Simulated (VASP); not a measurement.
Write the native input for VASP 6.6.1 that does the following.

```
Task                   : single point
Functional             : PBE
Potentials or basis    : VASP PAW PBE potentials, release 64 (Ti_sv, Al)
Cutoff                 : 520 eV
k mesh                 : 8 × 8 × 8
Occupations            : gaussian, width 0.014 eV
Spin                   : no spin polarisation
Dipole correction      : no
Further INCAR settings : ALGO = Fast; EDIFF = 1e-06; NBANDS = 14
```

The structure of TiAl lies in POSCAR:

```
TiAl
1.0
    3.1790640000      0.0000000000      0.0000000000
    0.0000000000      3.1790640000      0.0000000000
    0.0000000000      0.0000000000      3.1790640000
Ti Al
1 1
Direct
    0.0000000000      0.0000000000      0.0000000000
    0.5000000000      0.5000000000      0.5000000000
```

The input as run:

INCAR

```
SYSTEM = TiAl
PREC     = Accurate       ! precision mode
ENCUT    = 520            ! plane-wave cutoff, eV
EDIFF    = 1E-6           ! SCF threshold, eV
ISMEAR   = 0              ! smearing method
SIGMA    = 0.014          ! smearing width, eV
LREAL    = .FALSE.        ! projectors in reciprocal space
LASPH    = .TRUE.         ! aspherical terms in the spheres
NELM     = 60             ! most SCF steps
ALGO     = Fast           ! electronic algorithm
ISIF     = 2              ! what is computed and relaxed
LWAVE    = .FALSE.        ! write WAVECAR
LCHARG   = .TRUE.         ! write CHGCAR
GGA      = PE             ! functional
LELF     = .TRUE.         ! ELF
LVHAR    = .TRUE.       
NBANDS   = 14             ! bands
```

KPOINTS

```
regular mesh
0
G
  8 8 8
  0 0 0
```

Potentials or basis: VASP PAW PBE potentials, release 64 (Ti_sv, Al).

Launch:

```console
$ cat potpaw_PBE.64/Ti_sv/POTCAR potpaw_PBE.64/Al/POTCAR > POTCAR
$ mpirun -np 1 vasp_std > vasp.out
```

It gave:

```yaml
Pressure: 0.6 GPa
```

It took 13 s on 1 thread of Intel Xeon 6975P-C, with other jobs on the host, peak memory 0.14 GiB.
